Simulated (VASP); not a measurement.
# AlGa3N4 (P-42m) in VASP: a series of runs

The runs below take AlGa3N4 through single point, with PBEsol.

Program: VASP 6.6.1. These are calculated values, not measurements. Logs are shortened: lines on timing, memory, paths and dates and some standing lists are left out, and cuts for length are marked.

### 1 The cell of the first run

It takes space group P-42m (No. 111, tetragonal). The conventional cell has a = 4.579 Å, b = 4.579 Å, c = 4.244 Å, α = 90.00°, β = 90.00°, γ = 90.00°. Al (site symmetry -42m) has 4 N at 1.90 Å within 2.5 Å. Within 2.6 Å of Ga (site symmetry -42m) lie 4 N at 1.95 Å. Ga (site symmetry 222) has 4 N at 1.95 Å within 2.6 Å. N (site symmetry m) has 1 Al at 1.90 Å and 3 Ga at 1.95 Å within 2.5 Å.

### 2 Single point, PBEsol (strain +0.025 along x and y, -0.050 along z)

File INCAR:

```
SYSTEM = AlGa3N4
  PREC = Accurate
  ENCUT = 520
  EDIFF = 1E-6
  ISMEAR = 0
  SIGMA = 0.05
  LREAL = .FALSE.
  LASPH = .TRUE.
  NELM = 60
  ALGO = Normal
  ISIF = 2
  LWAVE = .FALSE.
  LCHARG = .FALSE.
  GGA = PS
  NBANDS = 41
```

File KPOINTS:

```
regular mesh
0
G
  6 6 6
  0 0 0
```

File POSCAR:

```
AlGa3N4
1.0
    4.5793186394      0.0000000000      0.0000000000
    0.0000000000      4.5793186394      0.0000000000
    0.0000000000      0.0000000000      4.2442465439
Al Ga N
1 3 4
Direct
    0.0000000000      0.0000000000      0.0000000000
    0.5000000000      0.5000000000      0.0000000000
    0.5000000000      0.0000000000      0.5000000000
    0.0000000000      0.5000000000      0.5000000000
    0.7550309200      0.7550309200      0.2449690800
    0.7550309200      0.2449690800      0.7550309200
    0.2449690800      0.7550309200      0.7550309200
    0.2449690800      0.2449690800      0.2449690800
```

Potentials or basis: VASP PAW PBE potentials, release 64 (Al, Ga_d, N).

On the command line:

```bash
cat potpaw_PBE.64/Al/POTCAR potpaw_PBE.64/Ga_d/POTCAR potpaw_PBE.64/N/POTCAR > POTCAR
mpirun -np 1 vasp_std > vasp.out
```

OUTCAR:

```text
SYSTEM = AlGa3N4
   PREC = Accurate
   ENCUT = 520
   EDIFF = 1E-6
   ISMEAR = 0
   LREAL = .FALSE.
   LASPH = .TRUE.
   NELM = 60
   ISIF = 2
   GGA = PS

 ion  position               nearest neighbor table
   1  0.000  0.000  0.000-   5 1.90   6 1.90   7 1.90   8 1.90   3 3.12   4 3.12   3 3.12   4 3.12
                             4 3.12   4 3.12   3 3.12   3 3.12
   2  0.500  0.500  0.000-   5 1.95   6 1.95   7 1.95   8 1.95
   3  0.500  0.000  0.500-   5 1.95   6 1.95   7 1.95   8 1.95   1 3.12   1 3.12   1 3.12   1 3.12

   4  0.000  0.500  0.500-   5 1.95   6 1.95   7 1.95   8 1.95   1 3.12   1 3.12   1 3.12   1 3.12

   5  0.755  0.755  0.245-   1 1.90   3 1.95   4 1.95   2 1.95
   6  0.755  0.245  0.755-   1 1.90   3 1.95   4 1.95   2 1.95
   7  0.245  0.755  0.755-   1 1.90   3 1.95   4 1.95   2 1.95
   8  0.245  0.245  0.245-   1 1.90   3 1.95   4 1.95   2 1.95

  LATTYP: Found a simple tetragonal cell.
 ALAT       =     4.5793186394
 C/A-ratio  =     0.9268292683

  Lattice vectors:

 A1 = (   4.5793186394,   0.0000000000,   0.0000000000)
 A2 = (   0.0000000000,   4.5793186394,   0.0000000000)
 A3 = (   0.0000000000,   0.0000000000,   4.2442465439)

Analysis of symmetry for initial positions (statically):
=====================================================================
 Subroutine PRICEL returns:
 Original cell was already a primitive cell.

 Routine SETGRP: Setting up the symmetry group for a
 simple tetragonal supercell.

 Subroutine GETGRP returns: Found  8 space group operations
 (whereof  8 operations were pure point group operations)
 out of a pool of 16 trial point group operations.

The static configuration has the point symmetry D_2d.

Analysis of symmetry for dynamics (positions and initial velocities):
=====================================================================
 Subroutine PRICEL returns:
 Original cell was already a primitive cell.

 Routine SETGRP: Setting up the symmetry group for a
 simple tetragonal supercell.

 Subroutine GETGRP returns: Found  8 space group operations
 (whereof  8 operations were pure point group operations)
 out of a pool of 16 trial point group operations.

The dynamic configuration has the point symmetry D_2d.

 Subroutine INISYM returns: Found  8 space group operations
 (whereof  8 operations are pure point group operations),
 and found     1 'primitive' translations

----------------------------------------------------------------------------------------

                                     Primitive cell

  volume of cell :      89.0025

  direct lattice vectors                    reciprocal lattice vectors
     4.579318639  0.000000000  0.000000000     0.218373098  0.000000000  0.000000000
     0.000000000  4.579318639  0.000000000     0.000000000  0.218373098  0.000000000
     0.000000000  0.000000000  4.244246544     0.000000000  0.000000000  0.235613080

  length of vectors
     4.579318639  4.579318639  4.244246544     0.218373098  0.218373098  0.235613080

  position of ions in fractional coordinates (direct lattice)
     0.000000000  0.000000000  0.000000000
     0.500000000  0.500000000  0.000000000
     0.500000000  0.000000000  0.500000000
     0.000000000  0.500000000  0.500000000
     0.755030920  0.755030920  0.244969080
     0.755030920  0.244969080  0.755030920
     0.244969080  0.755030920  0.755030920
     0.244969080  0.244969080  0.244969080

  ion indices of the primitive-cell ions
   primitive index   ion index
                 1           1
                 2           2
                 3           3
                 4           4
                 5           5
                 6           6
                 7           7
                 8           8

----------------------------------------------------------------------------------------

 KPOINTS: regular mesh

Automatic generation of k-mesh.
 Grid dimensions read from file:
 generate k-points for:    6    6    6

 Generating k-lattice:

  Cartesian coordinates                     Fractional coordinates (reciprocal lattice)
     0.036395516  0.000000000  0.000000000     0.166666667  0.000000000  0.000000000
     0.000000000  0.036395516  0.000000000     0.000000000  0.166666667  0.000000000
     0.000000000  0.000000000  0.039268847     0.000000000  0.000000000  0.166666667

  Length of vectors
     0.036395516  0.036395516  0.039268847

  Shift w.r.t. Gamma in fractional coordinates (k-lattice)
     0.000000000  0.000000000  0.000000000

 Subroutine IBZKPT returns following result:
 ===========================================

 Found     40 irreducible k-points:

 Following reciprocal coordinates:
            Coordinates               Weight
  0.000000  0.000000  0.000000      1.000000
  0.166667  0.000000  0.000000      4.000000
  0.333333  0.000000  0.000000      4.000000
  0.500000  0.000000  0.000000      2.000000
  0.166667  0.166667  0.000000      4.000000
  0.333333  0.166667  0.000000      8.000000
[... 16 lines left out ...]
  0.333333  0.000000  0.333333      8.000000
  0.500000  0.000000  0.333333      4.000000
 [... further k-points ...]
   k-points           NKPTS =     40   k-points in BZ     NKDIM =     40   number of bands    NBANDS=     41
   number of dos      NEDOS =    301   number of ions     NIONS =      8
   total plane-waves  NPLWV =  41472
   dimension x,y,z NGX =    36 NGY =   36 NGZ =   32
   dimension x,y,z NGXF=    72 NGYF=   72 NGZF=   64
   ions per type =               1   3   4
   NGX,Y,Z   is equivalent  to a cutoff of  13.07, 13.07, 12.53 a.u.
   NGXF,Y,Z  is equivalent  to a cutoff of  26.14, 26.14, 25.07 a.u.
 SYSTEM =  AlGa3N4
   PREC   = accura    normal or accurate (medium, high low for compatibility)
   ISTART =      0    job   : 0-new  1-cont  2-samecut
   ICHARG =      2    charge: 1-file 2-atom 10-const
   ISPIN  =      1    spin polarized calculation?
   LNONCOLLINEAR =      F non collinear calculations
   LSORBIT =      F    spin-orbit coupling
   LASPH  =      T    aspherical Exc in radial PAW
   ENCUT  =  520.0 eV  38.22 Ry    6.18 a.u.   8.51  8.51  7.89*2*pi/ulx,y,z
   NELM   =     60;   NELMIN=  2; NELMDL= -5     # of ELM steps
   EDIFF  = 0.1E-05   stopping-criterion for ELM
   LREAL  =      F    real-space projection
   EDIFFG = 0.1E-04   stopping-criterion for IOM
   NSW    =      0    number of steps for IOM
   IBRION =     -1    ionic relax: 0-MD 1-quasi-New 2-CG
   NFREE  =      0    steps in history (QN), initial steepest desc. (CG)
   ISIF   =      2    stress and relaxation
   ISYM   =      2    0-nonsym 1-usesym 2-fastsym
   POTIM  = 0.5000    time-step for ionic-motion
   TEBEG  =    0.0;   TEEND  =   0.0 temperature during run
   PSTRESS=    0.0 pullay stress
   NELECT =      62.0000    total number of electrons
   NUPDOWN=      -1.0000    fix difference up-down
   EMIN   =  10.00;   EMAX   =-10.00  energy-range for DOS
   EFERMI =   0.00;   METHOD = LEGACY
   ISMEAR =     0;   SIGMA  =   0.05  broadening in eV -4-tet -1-fermi 0-gaus
   EFERMI_NEDOS =   21; number of points for ismear=-14 and -15
   IALGO  =     38    algorithm
   IMIX   =      4    mixing-type and parameters
     AMIX     =   0.40;   BMIX     =  1.00
     AMIX_MAG =   1.60;   BMIX_MAG =  1.00
  volume/ion in A,a.u.               =      11.13        75.08
  Fermi-wavevector in a.u.,A,eV,Ry     =   1.451236  2.742438 28.655026  2.106085
  Thomas-Fermi vector in A             =   2.568756
   LORBIT       =      0    0 simple, 1 ext, 2 COOP (PROOUT), +10 PAW based schemes
   GGA     = PS    functional components
   LHFCALC =     F    Hartree Fock is set to
   AEXX    =    0.0000 exact exchange contribution
   IVDW    =     0    specifies the selected vdW correction
   LEPSILON=     F    determine dielectric tensor
   LRPA    =     F    only Hartree local field effects (RPA)
 non-spin polarized calculation
 Gauss-broadening in eV      SIGMA  =   0.05
  energy-cutoff  :      520.00
  volume of cell :       89.00
 maximum number of plane-waves:      2420
 NGX is ok and might be reduce to    36
   NGX = 17   NGY = 17   NGZ = 15

 number of electron      62.0000024 magnetization

 Free energy of the ion-electron system (eV)
  ---------------------------------------------------
  ext. energy  EPLUGINS =         0.00000000
  ---------------------------------------------------
  free energy    TOTEN  =       -54.84939885 eV

  energy without entropy =      -54.84939885  energy(sigma->0) =      -54.84939885

 E-fermi :   5.7452     XC(G=0): -11.7585

 val. band max:        5.5372224578   @ k =   0.0000   0.0000   0.0000
 cond. band min:       7.6473929776   @ k =   0.0000   0.0000   0.0000
 fundamental gap:      2.1101705198
 Fermi energy:         5.7452197105

 k-point     1 :       0.0000    0.0000    0.0000
  band No.  band energies     occupation
      1     -10.3546      2.00000
      2      -9.0494      2.00000
      3      -9.0494      2.00000
      4      -9.0395      2.00000
      5      -7.7941      2.00000
      6      -7.7790      2.00000
[... 33 lines left out ...]
     40      16.2139      0.00000
     41      16.2330      0.00000

 k-point     2 :       0.1667    0.0000    0.0000
  band No.  band energies     occupation
      1     -10.2453      2.00000
      2      -9.0920      2.00000
      3      -9.0549      2.00000
      4      -9.0349      2.00000
      5      -7.7909      2.00000
      6      -7.7746      2.00000
[... 33 lines left out ...]
     40      16.0914      0.00000
     41      16.8005      0.00000

 k-point     3 :       0.3333    0.0000    0.0000
  band No.  band energies     occupation
      1      -9.9491      2.00000
      2      -9.2464      2.00000
      3      -9.0618      2.00000
      4      -9.0298      2.00000
      5      -7.7621      2.00000
      6      -7.7562      2.00000
[... 875 lines left out ...]
      2      -9.2027      2.00000
      3      -9.1444      2.00000
      4      -9.0904      2.00000
      5      -7.7727      2.00000
      6      -7.7483      2.00000
[... 33 lines left out ...]
     40      14.9976      0.00000
     41      15.1456      0.00000

 k-point    24 :       0.5000    0.0000    0.3333
  band No.  band energies     occupation
      1      -9.4532      2.00000
      2      -9.3198      2.00000
      3      -9.1270      2.00000
      4      -9.1137      2.00000
      5      -7.7609      2.00000
      6      -7.7596      2.00000
[... 33 lines left out ...]
     40      14.5663      0.00000
     41      14.6513      0.00000

 [... further k-points ...]
[... 5 lines left out ...]
  --------------------------------------------------------------------------------------
  -------------------------------------------------------------------------------------
  Total       -1.5982250     -1.5982250      2.7791973      0.0000000     -0.0000000      0.0000000
  in kB      -28.7704182    -28.7704182     50.0296690      0.0000000     -0.0000000      0.0000000
  external PRESSURE =      -2.5037225 kB  Pullay stress =       0.0000000 kB

 VOLUME and BASIS-vectors are now :
 -----------------------------------------------------------------------------
  energy-cutoff  :      520.00
  volume of cell :       89.00
      direct lattice vectors                 reciprocal lattice vectors
     4.579318639  0.000000000  0.000000000     0.218373098  0.000000000  0.000000000
     0.000000000  4.579318639  0.000000000     0.000000000  0.218373098  0.000000000
     0.000000000  0.000000000  4.244246544     0.000000000  0.000000000  0.235613080

 POSITION                                       TOTAL-FORCE (eV/Angst)
 -----------------------------------------------------------------------------------
      0.00000      0.00000      0.00000        -0.000000      0.000000      0.000000
      2.28966      2.28966      0.00000         0.000000     -0.000000      0.000000
      2.28966      0.00000      2.12212        -0.000000      0.000000     -0.000000
      0.00000      2.28966      2.12212         0.000000      0.000000     -0.000000
      3.45753      3.45753      1.03971        -0.037745     -0.037745     -0.060167
      3.45753      1.12179      3.20454        -0.037745      0.037745      0.060167
      1.12179      3.45753      3.20454         0.037745     -0.037745      0.060167
      1.12179      1.12179      1.03971         0.037745      0.037745     -0.060167
 -----------------------------------------------------------------------------------
    total drift:                                0.000000      0.000000     -0.000000

  FREE ENERGIE OF THE ION-ELECTRON SYSTEM (eV)
  ---------------------------------------------------
  free  energy   TOTEN  =       -54.8493988474 eV

  energy  without entropy=      -54.8493988474  energy(sigma->0) =      -54.84939885
```

Wall time 54 s (1 thread of Intel Xeon 6975P-C (Granite Rapids), shared host); peak memory 0.26 GiB.

What came out:

* Free energy: -54.8494 eV
* Pressure: -0.3 GPa
* Largest force: 0.080 eV/Å
* Band gap on the k mesh: 2.11 eV, direct

Forces on the atoms (eV/Å):
```
Al   0.000  0.000  0.000
Ga   0.000  0.000  0.000
Ga   0.000  0.000  0.000
Ga   0.000  0.000  0.000
N   -0.038 -0.038 -0.060
N   -0.038  0.038  0.060
N    0.038 -0.038  0.060
N    0.038  0.038 -0.060
```

Stress tensor (GPa, compression positive):
```
-2.88  0.00  0.00
 0.00 -2.88  0.00
 0.00  0.00  5.00
```

Caveat: the cell differs from its parent crystal (strain +0.025 along x and y, -0.050 along z); the PAW data sets were made with another functional, which shifts forces and pressure a little.

### 3 Single point, PBEsol (strain +0.050 along x and y, -0.050 along z)

File INCAR:

```
SYSTEM = AlGa3N4
ALGO = Normal ; EDIFF = 1E-6
ENCUT = 520 ; GGA = PS
ISIF = 2 ; ISMEAR = 0
LASPH = .TRUE. ; LCHARG = .FALSE.
LREAL = .FALSE. ; LWAVE = .FALSE.
NBANDS = 41 ; NELM = 100
PREC = Accurate ; SIGMA = 0.05
```

File KPOINTS:

```
k-points
0
G
  6 6 6
  0 0 0
```

Changes to POSCAR since step 2:

```diff
@@ -2,4 +2,4 @@
 1.0
-    4.5793186394      0.0000000000      0.0000000000
-    0.0000000000      4.5793186394      0.0000000000
+    4.6910093379      0.0000000000      0.0000000000
+    0.0000000000      4.6910093379      0.0000000000
     0.0000000000      0.0000000000      4.2442465439
```

Potentials or basis: VASP PAW PBE potentials, release 64 (Al, Ga_d, N).

On the command line:

```bash
cat potpaw_PBE.64/Al/POTCAR potpaw_PBE.64/Ga_d/POTCAR potpaw_PBE.64/N/POTCAR > POTCAR
mpirun -np 1 vasp_std > vasp.out
```

It took 66 s on 1 thread of Intel Xeon 6975P-C (Granite Rapids), shared host; peak memory 0.27 GiB.

The run converged. Its results:

```yaml
Free_energy: -54.6395 eV
Pressure: -8.8 GPa
Largest_force: 0.092 eV/Å
Band_gap_on_the_k_mesh: 1.71 eV, direct
```

Forces in eV/Å, atoms in the order of the input:
```
Al   0.000  0.000  0.000
Ga   0.000  0.000  0.000
Ga   0.000  0.000  0.000
Ga   0.000  0.000  0.000
N   -0.041 -0.041 -0.071
N   -0.041  0.041  0.071
N    0.041 -0.041  0.071
N    0.041  0.041 -0.071
```

Stress tensor (GPa, compression positive):
```
-12.24   0.00   0.00
  0.00 -12.24   0.00
  0.00   0.00  -1.93
```

Levels at points of the mesh, in eV from the valence-band top:
| k point | band 29 | band 30 | band 31 | band 32 | band 33 | band 34 |
| --- | --- | --- | --- | --- | --- | --- |
| (0.00, 0.00, 0.00) | -0.37 | -0.37 | 0.00 | 1.71 | 2.78 | 3.28 |
| (0.50, 0.00, 0.00) | -1.36 | -1.30 | -1.11 | 4.32 | 4.37 | 5.53 |
| (0.50, 0.50, 0.00) | -1.52 | -1.52 | -1.23 | 5.71 | 5.88 | 5.88 |
| (0.00, 0.00, 0.50) | -1.95 | -1.69 | -1.69 | 4.64 | 4.78 | 6.37 |
| (0.50, 0.00, 0.50) | -0.98 | -0.90 | -0.69 | 6.02 | 6.07 | 6.20 |
| (0.50, 0.50, 0.50) | -0.63 | -0.60 | -0.60 | 4.09 | 4.15 | 4.15 |

Caveat: the cell differs from its parent crystal (strain +0.050 along x and y, -0.050 along z); the PAW data sets were made with another functional, which shifts forces and pressure a little.
